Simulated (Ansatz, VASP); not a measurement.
**One calculation of CO2, two programs**

File INCAR:

```
PREC = Accurate
ENCUT = 520
EDIFF = 1E-6
ISMEAR = 0
SIGMA = 0.05
LREAL = False
LASPH = True
NELM = 60
ALGO = Normal
ISIF = 2
LWAVE = False
LCHARG = False
GGA = PE
NBANDS = 44
```

Contents of KPOINTS:

```
regular mesh
0
Gamma
  4 4 4
```

The input POSCAR:

```
CO2
1.0
    5.9501740165      0.0000000000      0.0000000000
    0.0000000000      5.9501740165      0.0000000000
    0.0000000000      0.0000000000      5.2742342482
C O
4 8
Direct
    0.0000000000      0.0000000000      0.0000000000
    0.5000000000      0.0000000000      0.5000000000
    0.5000000000      0.5000000000      0.0000000000
    0.0000000000      0.5000000000      0.5000000000
    0.1114834447      0.1114834447      0.1114834447
    0.3885165553      0.8885165553      0.6114834447
    0.6114834447      0.3885165553      0.8885165553
    0.8885165553      0.6114834447      0.3885165553
    0.8885165553      0.8885165553      0.8885165553
    0.6114834447      0.1114834447      0.3885165553
    0.3885165553      0.6114834447      0.1114834447
    0.1114834447      0.3885165553      0.6114834447
```

Input for Ansatz:

```yaml
crystal:
  lattice:
    - [5.9501740165, 0.0, 0.0]
    - [0.0, 5.9501740165, 0.0]
    - [0.0, 0.0, 5.2742342482]
  atoms:
    - { symbol: C, position: [0.0, 0.0, 0.0] }
    - { symbol: C, position: [0.5, 0.0, 0.5] }
    - { symbol: C, position: [0.5, 0.5, 0.0] }
    - { symbol: C, position: [0.0, 0.5, 0.5] }
    - { symbol: O, position: [0.1114834447, 0.1114834447, 0.1114834447] }
    - { symbol: O, position: [0.3885165553, 0.8885165553, 0.6114834447] }
    - { symbol: O, position: [0.6114834447, 0.3885165553, 0.8885165553] }
    - { symbol: O, position: [0.8885165553, 0.6114834447, 0.3885165553] }
    - { symbol: O, position: [0.8885165553, 0.8885165553, 0.8885165553] }
    - { symbol: O, position: [0.6114834447, 0.1114834447, 0.3885165553] }
    - { symbol: O, position: [0.3885165553, 0.6114834447, 0.1114834447] }
    - { symbol: O, position: [0.1114834447, 0.3885165553, 0.6114834447] }
basis:
  ecutwfc: 520.0
kpoints:
  mp_grid: { grid: [4, 4, 4] }
hamiltonian:
  xc: pbe
scf:
  occupations: { method: gaussian, width: 0.05 }
output:
  forces: true
  stress: true
  eigenvalues: true
```

Alike in both runs: task single point; functional PBE; k mesh 4 × 4 × 4; occupations gaussian, width 0.05 eV; no spin polarisation.

|  | VASP | Ansatz |
| --- | --- | --- |
| version | VASP 6.6.1 | Ansatz 0.2.0 |
| potentials or method | VASP PAW PBE potentials, release 64 (C, O), cutoff 520 eV | scalar-relativistic, plane waves, PAW |
| valence electrons in the cell | 64 | 64 |

VASP gave:

```
gap on the k mesh at the Fermi level (eV)                     : 7.10
least direct gap on the mesh (eV)                             : 7.10
pressure (GPa)                                                : 22.8
traceless stress, the component that is largest in VASP (GPa) : -2.94
rms of the force components (eV/Å)                            : 4.176
```

Task: Estimate Ansatz's values.

Result: gap on the k mesh at the Fermi level (eV): 7.11; least direct gap on the mesh (eV): 7.11; pressure (GPa): 20.5; traceless stress, the component that is largest in VASP (GPa): -2.57; rms of the force components (eV/Å): 3.700.

Atom by atom the forces differ by 0.476 eV/Å (rms over components).

Noted on VASP's run: the standard files for N, O and F lose accuracy on very short bonds.
